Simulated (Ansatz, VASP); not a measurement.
**HfO2: VASP beside Ansatz**

The input INCAR:

```
  PREC = Accurate
  ENCUT = 520
  EDIFF = 1E-6
  ISMEAR = -1
  SIGMA = 0.02
  LREAL = False
  LASPH = True
  NELM = 100
  ALGO = Normal
  ISIF = 2
  LWAVE = False
  LCHARG = False
  GGA = PE
  NBANDS = 56
```

The input KPOINTS:

```
Automatic mesh
0
Gamma
  6 6 6
```

File POSCAR:

```
HfO2
1.0
    5.1138648531      0.0000000000      0.0046638456
    0.0000000000      5.1814079143      0.0000000000
   -0.8746903931      0.0000000000      5.1178329958
Hf O
4 8
Direct
    0.2763744732      0.4589939196      0.7077319901
    0.7236255268      0.9589939196      0.7922680099
    0.7236255268      0.5410060804      0.2922680099
    0.2763744732      0.0410060804      0.2077319901
    0.4473088110      0.7413671441      0.9827430926
    0.5526911890      0.2413671441      0.5172569074
    0.5526911890      0.2586328559      0.0172569074
    0.4473088110      0.7586328559      0.4827430926
    0.0760656177      0.3479265659      0.3301569896
    0.9239343823      0.8479265659      0.1698430104
    0.9239343823      0.6520734341      0.6698430104
    0.0760656177      0.1520734341      0.8301569896
```

Input for Ansatz:

```yaml
crystal:
  lattice:
    - [5.1138648531, 0.0, 0.0046638456]
    - [0.0, 5.1814079143, 0.0]
    - [-0.8746903931, 0.0, 5.1178329958]
  atoms:
    - { symbol: Hf, position: [0.2763744732, 0.4589939196, 0.7077319901] }
    - { symbol: Hf, position: [0.7236255268, 0.9589939196, 0.7922680099] }
    - { symbol: Hf, position: [0.7236255268, 0.5410060804, 0.2922680099] }
    - { symbol: Hf, position: [0.2763744732, 0.0410060804, 0.2077319901] }
    - { symbol: O, position: [0.447308811, 0.7413671441, 0.9827430926] }
    - { symbol: O, position: [0.552691189, 0.2413671441, 0.5172569074] }
    - { symbol: O, position: [0.552691189, 0.2586328559, 0.0172569074] }
    - { symbol: O, position: [0.447308811, 0.7586328559, 0.4827430926] }
    - { symbol: O, position: [0.0760656177, 0.3479265659, 0.3301569896] }
    - { symbol: O, position: [0.9239343823, 0.8479265659, 0.1698430104] }
    - { symbol: O, position: [0.9239343823, 0.6520734341, 0.6698430104] }
    - { symbol: O, position: [0.0760656177, 0.1520734341, 0.8301569896] }
kpoints:
  mp_grid: { grid: [6, 6, 6] }
  band_path:
    path:
      - [0.0, 0.0, 0.0]
      - [0.0, 0.5, 0.0]
      - [0.0, 0.5, 0.5]
      - [0.0, 0.0, 0.5]
      - [-0.5, 0.0, 0.5]
      - [-0.5, 0.5, 0.5]
      - [-0.5, 0.5, 0.0]
      - [-0.5, 0.0, 0.0]
    npoints: 1
hamiltonian:
  xc: pbe
scf:
  occupations: { method: fermi_dirac, width: 0.02 }
  n_extra_bands: 7
output:
  forces: true
  stress: true
  eigenvalues: true
```

Change from the starting cell: uniaxial_z strain -2.0%.

Alike in both runs: task single point; functional PBE; k mesh 6 × 6 × 6; occupations fermi-dirac, width 0.02 eV; no spin polarisation.

|  | VASP | Ansatz |
| --- | --- | --- |
| version | VASP 6.6.1 | Ansatz 0.2.0 |
| potentials or method | VASP PAW PBE potentials, release 64 (Hf_pv, O) | plane waves, PAW |
| plane-wave cutoff (eV) | 520 | 420 |
| valence electrons in the cell | 88 | 152 |

```tsv
	VASP	Ansatz	Ansatz less VASP
gap on the k mesh at the Fermi level (eV)	4.11	4.15	+0.039
pressure (GPa)	5.8	9.1	+3.31
traceless stress, the component that is largest in VASP (GPa)	1.59	1.55	-0.042
rms of the force components (eV/Å)	0.016	0.040	+0.0244
```

Atom by atom the forces differ by 0.035 eV/Å (rms over components). VASP's potentials hold 88 valence electrons a cell and Ansatz's 152, so a difference there can come from the potentials and not from the codes.

Neither program's run includes spin-orbit coupling.
